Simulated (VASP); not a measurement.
# FeO (Wuestite) (R-3m) in VASP: further runs

Aim: see how the results for FeO (Wuestite) move with the level of theory and the settings. Levels: LDA, PBE. Tasks: single point.

Everything below comes from runs of VASP 6.6.1. Logs are shortened: lines on timing, memory, paths and dates and some standing lists are left out, and cuts for length are marked.

### Step 1. The cell of the first run

Symmetry: R-3m, No. 166, trigonal system. Conventional cell: a = 3.038 Å, b = 3.038 Å, c = 7.559 Å, α = 90.00°, β = 90.00°, γ = 120.00°. Fe (site symmetry -3m) has 6 O at 2.16 Å within 2.9 Å. Within 2.9 Å of O (site symmetry -3m) lie 6 Fe at 2.16 Å.

### Step 2. Single point, LDA, collinear spin, ferromagnetic start

INCAR

```
SYSTEM = FeO
ALGO = Normal
EDIFF = 1E-6
ENCUT = 520
ISIF = 2
ISMEAR = -1
ISPIN = 2
LASPH = .True.
LCHARG = .False.
LMAXMIX = 4
LORBIT = 11
LREAL = .False.
LWAVE = .False.
MAGMOM = 3 0
NBANDS = 18
NELM = 150
PREC = Accurate
SIGMA = 0.05
```

KPOINTS

```
k-points
0
Gamma
  9 9 9
  0 0 0
```

POSCAR

```
FeO
1.0
    1.5188209023      0.8768916568      2.5195772846
   -1.5188209023      0.8768916568      2.5195772846
    0.0000000000     -1.7537833136      2.5195772846
Fe O
1 1
Direct
    0.0000000000      0.0000000000      0.0000000000
    0.5000000000      0.5000000000      0.5000000000
```

Potentials or basis: VASP PAW LDA potentials, release 64 (Fe, O).

Command:

```bash
cat potpaw_LDA.64/Fe/POTCAR potpaw_LDA.64/O/POTCAR > POTCAR
mpirun -np 1 vasp_std > vasp.out
```

OUTCAR:

```text
SYSTEM = FeO
   EDIFF = 1E-6
   ENCUT = 520
   ISIF = 2
   ISMEAR = -1
   ISPIN = 2
   LASPH = .True.
   LORBIT = 11
   LREAL = .False.
   NELM = 150
   PREC = Accurate

 ion  position               nearest neighbor table
   1  0.000  0.000  0.000-   2 2.16   2 2.16   2 2.16   2 2.16   2 2.16   2 2.16
   2  0.500  0.500  0.500-   1 2.16   1 2.16   1 2.16   1 2.16   1 2.16   1 2.16

  LATTYP: Found a trigonal (rhomboedric) cell.
 ALAT       =     3.0698575869
 COS(alpha) =     0.5104391626

  Lattice vectors:

 A1 = (   1.5188209023,   0.8768916568,   2.5195772846)
 A2 = (  -1.5188209023,   0.8768916568,   2.5195772846)
 A3 = (   0.0000000000,  -1.7537833136,   2.5195772846)

Analysis of symmetry for initial positions (statically):
=====================================================================
 Subroutine PRICEL returns:
 Original cell was already a primitive cell.

 Routine SETGRP: Setting up the symmetry group for a
 trigonal (rhombohedral) supercell.

 Subroutine GETGRP returns: Found 12 space group operations
 (whereof 12 operations were pure point group operations)
 out of a pool of 12 trial point group operations.

The static configuration has the point symmetry D_3d.

Analysis of symmetry for dynamics (positions and initial velocities):
=====================================================================
 Subroutine PRICEL returns:
 Original cell was already a primitive cell.

 Routine SETGRP: Setting up the symmetry group for a
 trigonal (rhombohedral) supercell.

 Subroutine GETGRP returns: Found 12 space group operations
 (whereof 12 operations were pure point group operations)
 out of a pool of 12 trial point group operations.

The dynamic configuration has the point symmetry D_3d.

Analysis of structural, dynamic, and magnetic symmetry:
=====================================================================
 Subroutine PRICEL returns:
 Original cell was already a primitive cell.

 Routine SETGRP: Setting up the symmetry group for a
 trigonal (rhombohedral) supercell.

 Subroutine GETGRP returns: Found 12 space group operations
 (whereof 12 operations were pure point group operations)
 out of a pool of 12 trial point group operations.

The overall configuration has the point symmetry D_3d.

 Subroutine INISYM returns: Found 12 space group operations
 (whereof 12 operations are pure point group operations),
 and found     1 'primitive' translations

----------------------------------------------------------------------------------------

                                     Primitive cell

  volume of cell :      20.1341

  direct lattice vectors                    reciprocal lattice vectors
     1.518820902  0.876891657  2.519577285     0.329202738  0.190065290  0.132297324
    -1.518820902  0.876891657  2.519577285    -0.329202738  0.190065290  0.132297324
     0.000000000 -1.753783314  2.519577285     0.000000000 -0.380130579  0.132297324

  length of vectors
     3.069857587  3.069857587  3.069857587     0.402494521  0.402494521  0.402494521

  position of ions in fractional coordinates (direct lattice)
     0.000000000  0.000000000  0.000000000
     0.500000000  0.500000000  0.500000000

  ion indices of the primitive-cell ions
   primitive index   ion index
                 1           1
                 2           2

----------------------------------------------------------------------------------------

 KPOINTS: k-points

Automatic generation of k-mesh.
 Grid dimensions read from file:
 generate k-points for:    9    9    9

 Generating k-lattice:

  Cartesian coordinates                     Fractional coordinates (reciprocal lattice)
     0.036578082  0.021118366  0.014699703     0.111111111 -0.000000000  0.000000000
    -0.036578082  0.021118366  0.014699703    -0.000000000  0.111111111  0.000000000
     0.000000000 -0.042236731  0.014699703     0.000000000  0.000000000  0.111111111

  Length of vectors
     0.044721613  0.044721613  0.044721613

  Shift w.r.t. Gamma in fractional coordinates (k-lattice)
     0.000000000  0.000000000  0.000000000

 Subroutine IBZKPT returns following result:
 ===========================================

 Found     85 irreducible k-points:

 Following reciprocal coordinates:
            Coordinates               Weight
  0.000000  0.000000  0.000000      1.000000
  0.111111  0.000000 -0.000000      6.000000
  0.222222  0.000000  0.000000      6.000000
  0.333333  0.000000  0.000000      6.000000
  0.444444  0.000000  0.000000      6.000000
  0.111111  0.111111 -0.000000      6.000000
[... 16 lines left out ...]
 -0.333333  0.333333  0.000000      6.000000
  0.444444  0.444444  0.000000      6.000000
 [... further k-points ...]
   k-points           NKPTS =     85   k-points in BZ     NKDIM =     85   number of bands    NBANDS=     18
   number of dos      NEDOS =    301   number of ions     NIONS =      2
   total plane-waves  NPLWV =  13824
   dimension x,y,z NGX =    24 NGY =   24 NGZ =   24
   dimension x,y,z NGXF=    48 NGYF=   48 NGZF=   48
   ions per type =               1   1
   NGX,Y,Z   is equivalent  to a cutoff of  13.00, 13.00, 13.00 a.u.
   NGXF,Y,Z  is equivalent  to a cutoff of  25.99, 25.99, 25.99 a.u.
 SYSTEM =  FeO
   PREC   = accura    normal or accurate (medium, high low for compatibility)
   ISTART =      0    job   : 0-new  1-cont  2-samecut
   ICHARG =      2    charge: 1-file 2-atom 10-const
   ISPIN  =      2    spin polarized calculation?
   LNONCOLLINEAR =      F non collinear calculations
   LSORBIT =      F    spin-orbit coupling
   LASPH  =      T    aspherical Exc in radial PAW
   ENCUT  =  520.0 eV  38.22 Ry    6.18 a.u.   5.71  5.71  5.71*2*pi/ulx,y,z
   NELM   =    150;   NELMIN=  2; NELMDL= -5     # of ELM steps
   EDIFF  = 0.1E-05   stopping-criterion for ELM
   LREAL  =      F    real-space projection
   EDIFFG = 0.1E-04   stopping-criterion for IOM
   NSW    =      0    number of steps for IOM
   IBRION =     -1    ionic relax: 0-MD 1-quasi-New 2-CG
   NFREE  =      0    steps in history (QN), initial steepest desc. (CG)
   ISIF   =      2    stress and relaxation
   ISYM   =      2    0-nonsym 1-usesym 2-fastsym
   POTIM  = 0.5000    time-step for ionic-motion
   TEBEG  =    0.0;   TEEND  =   0.0 temperature during run
   PSTRESS=    0.0 pullay stress
   NELECT =      14.0000    total number of electrons
   NUPDOWN=      -1.0000    fix difference up-down
   EMIN   =  10.00;   EMAX   =-10.00  energy-range for DOS
   EFERMI =   0.00;   METHOD = LEGACY
   ISMEAR =    -1;   SIGMA  =   0.05  broadening in eV -4-tet -1-fermi 0-gaus
   EFERMI_NEDOS =   21; number of points for ismear=-14 and -15
   IALGO  =     38    algorithm
   IMIX   =      4    mixing-type and parameters
     AMIX     =   0.40;   BMIX     =  1.00
     AMIX_MAG =   1.60;   BMIX_MAG =  1.00
  volume/ion in A,a.u.               =      10.07        67.94
  Fermi-wavevector in a.u.,A,eV,Ry     =   1.450353  2.740770 28.620176  2.103524
  Thomas-Fermi vector in A             =   2.567975
   LORBIT       =     11    0 simple, 1 ext, 2 COOP (PROOUT), +10 PAW based schemes
   GGA     = CA    functional components
   LHFCALC =     F    Hartree Fock is set to
   AEXX    =    0.0000 exact exchange contribution
   IVDW    =     0    specifies the selected vdW correction
   LEPSILON=     F    determine dielectric tensor
   LRPA    =     F    only Hartree local field effects (RPA)
 spin polarized calculation
  energy-cutoff  :      520.00
  volume of cell :       20.13
 maximum number of plane-waves:       556
   NGX = 11   NGY = 11   NGZ = 11

 number of electron      13.9999999 magnetization       3.9901008

 Free energy of the ion-electron system (eV)
  ---------------------------------------------------
  ext. energy  EPLUGINS =         0.00000000
  ---------------------------------------------------
  free energy    TOTEN  =       -16.39738872 eV

  energy without entropy =      -16.38542464  energy(sigma->0) =      -16.39140668

 E-fermi :   5.7327     XC(G=0): -12.5938

 val. band max:        5.7299853725   @ k =  -0.1111   0.4444   0.1111
 cond. band min:       5.7378856851   @ k =   0.2222   0.1111   0.0000
 fundamental gap:      0.0079003125
 Fermi energy:         5.7326756290

 spin component 1

 k-point     1 :       0.0000    0.0000    0.0000
  band No.  band energies     occupation
      1     -14.5644      1.00000
      2       1.9761      1.00000
      3       2.0780      1.00000
      4       2.0780      1.00000
      5       2.1055      1.00000
      6       2.1711      1.00000
[... 10 lines left out ...]
     17      26.3511      0.00000
     18      29.3945      0.00000

 k-point     2 :       0.1111    0.0000   -0.0000
  band No.  band energies     occupation
      1     -14.4388      1.00000
      2       0.9392      1.00000
      3       1.1164      1.00000
      4       1.1928      1.00000
      5       2.2363      1.00000
      6       2.2806      1.00000
[... 10 lines left out ...]
     17      27.8036      0.00000
     18      31.0949      0.00000

 k-point     3 :       0.2222    0.0000    0.0000
  band No.  band energies     occupation
      1     -14.1028      1.00000
      2      -0.6173      1.00000
      3       0.2447      1.00000
      4       0.3299      1.00000
      5       2.4712      1.00000
      6       2.5177      1.00000
[... 10 lines left out ...]
     17      30.7477      0.00000
     18      33.3373      0.00000

 k-point     4 :       0.3333    0.0000    0.0000
  band No.  band energies     occupation
      1     -13.6818      1.00000
      2      -1.9736      1.00000
      3      -0.3841      1.00000
      4      -0.2931      1.00000
      5       2.7479      1.00000
      6       2.8001      1.00000
[... 375 lines left out ...]
      4      -0.0272      1.00000
      5       2.2616      1.00000
      6       3.1378      1.00000
[... 10 lines left out ...]
     17      33.2177      0.00000
     18      34.6894      0.00000

 k-point    23 :      -0.3333    0.3333    0.0000
  band No.  band energies     occupation
      1     -13.2757      1.00000
      2      -1.6261      1.00000
      3      -1.0348      1.00000
      4      -0.4146      1.00000
      5       2.7003      1.00000
      6       3.0115      1.00000
[... 10 lines left out ...]
     17      33.1863      0.00000
     18      34.6490      0.00000

 k-point    24 :       0.4444    0.4444    0.0000
  band No.  band energies     occupation
      1     -13.4042      1.00000
      2      -1.5808      1.00000
      3       0.8123      1.00000
      4       0.9197      1.00000
      5       1.2384      1.00000
      6       2.7998      1.00000
[... 10 lines left out ...]
     17      35.4506      0.00000
     18      35.4670      0.00000

 [... further k-points ...]

 spin component 2

 k-point     1 :       0.0000    0.0000    0.0000
  band No.  band energies     occupation
      1     -13.9936      1.00000
      2       2.5822      1.00000
      3       2.6862      1.00000
      4       2.6862      1.00000
      5       4.9625      1.00000
      6       5.0496      1.00000
[... 10 lines left out ...]
     17      27.6356      0.00000
     18      30.5327      0.00000

 k-point     2 :       0.1111    0.0000   -0.0000
  band No.  band energies     occupation
      1     -13.8669      1.00000
      2       1.7718      1.00000
      3       2.2225      1.00000
      4       2.3148      1.00000
      5       5.1142      1.00000
      6       5.1921      0.99998
[... 10 lines left out ...]
     17      28.9475      0.00000
     18      32.2840      0.00000

 k-point     3 :       0.2222    0.0000    0.0000
  band No.  band energies     occupation
      1     -13.5279      1.00000
      2       0.1993      1.00000
      3       1.5371      1.00000
      4       1.6330      1.00000
      5       5.4483      0.99663
      6       5.4678      0.99503
[... 10 lines left out ...]
     17      31.6237      0.00000
     18      34.4243      0.00000

 k-point     4 :       0.3333    0.0000    0.0000
  band No.  band energies     occupation
      1     -13.1029      1.00000
      2      -1.1862      1.00000
      3       0.9609      1.00000
      4       1.0592      1.00000
      5       5.8186      0.15203
      6       5.8901      0.04113
[... 375 lines left out ...]
      4       1.0327      1.00000
      5       4.8269      1.00000
      6       6.3471      0.00000
[... 10 lines left out ...]
     17      34.0862      0.00000
     18      35.6497      0.00000

 k-point    23 :      -0.3333    0.3333    0.0000
  band No.  band energies     occupation
      1     -12.6742      1.00000
      2      -0.7799      1.00000
      3      -0.3017      1.00000
      4       0.7971      1.00000
      5       5.5421      0.97837
      6       6.1735      0.00015
[... 10 lines left out ...]
     17      34.0128      0.00000
     18      35.5986      0.00000

 k-point    24 :       0.4444    0.4444    0.0000
  band No.  band energies     occupation
      1     -12.7921      1.00000
      2      -0.9791      1.00000
      3       1.4343      1.00000
      4       1.5442      1.00000
      5       3.7051      1.00000
      6       6.2537      0.00003
[... 10 lines left out ...]
     17      35.8229      0.00000
     18      35.8299      0.00000

 [... further k-points ...]
[... 5 lines left out ...]
  --------------------------------------------------------------------------------------
  -------------------------------------------------------------------------------------
  Total       -1.9903852     -1.9903852     -2.1483556      0.0000000      0.0000000     -0.0000000
  in kB     -158.3858092   -158.3858092   -170.9563780      0.0000000      0.0000000     -0.0000000
  external PRESSURE =    -162.5759988 kB  Pullay stress =       0.0000000 kB

 VOLUME and BASIS-vectors are now :
 -----------------------------------------------------------------------------
  energy-cutoff  :      520.00
  volume of cell :       20.13
      direct lattice vectors                 reciprocal lattice vectors
     1.518820902  0.876891657  2.519577285     0.329202738  0.190065290  0.132297324
    -1.518820902  0.876891657  2.519577285    -0.329202738  0.190065290  0.132297324
     0.000000000 -1.753783314  2.519577285     0.000000000 -0.380130579  0.132297324

 POSITION                                       TOTAL-FORCE (eV/Angst)
 -----------------------------------------------------------------------------------
      0.00000      0.00000      0.00000        -0.000000     -0.000000      0.000000
      0.00000      0.00000      3.77937         0.000000      0.000000      0.000000
 -----------------------------------------------------------------------------------
    total drift:                               -0.000000      0.000000     -0.000000

  FREE ENERGIE OF THE ION-ELECTRON SYSTEM (eV)
  ---------------------------------------------------
  free  energy   TOTEN  =       -16.3973887193 eV

  energy  without entropy=      -16.3854246407  energy(sigma->0) =      -16.39140668

 total charge

# of ion       s       p       d       tot
------------------------------------------
    1        0.292   0.360   6.104   6.756
    2        1.544   3.405   0.000   4.950
--------------------------------------------------
tot          1.836   3.766   6.104  11.706

 magnetization (x)

# of ion       s       p       d       tot
------------------------------------------
    1        0.024   0.021   3.524   3.569
    2        0.030   0.285   0.000   0.315
--------------------------------------------------
tot          0.054   0.306   3.524   3.884
```

Run time: 36 s. Hardware: 1 thread of Intel Xeon Platinum 8488C (Sapphire Rapids), shared host; peak memory 0.17 GiB.

Results:

- Free energy: -16.3974 eV
- Pressure: -16.3 GPa
- Band gap on the k mesh: zero (filled and empty bands overlap)
- Net moment: 3.99 μB per cell
- Site moments: Fe +3.57; O +0.32 μB
- Valence electrons inside the program's atomic spheres: Fe 6.76; O 4.95

Caveat: a cell with one magnetic atom can't hold antiferromagnetic order, which such compounds often take; semilocal functionals often make such compounds metallic where correlation or magnetic order opens a gap, which also shifts bond lengths.

[end of part 1 of 2]
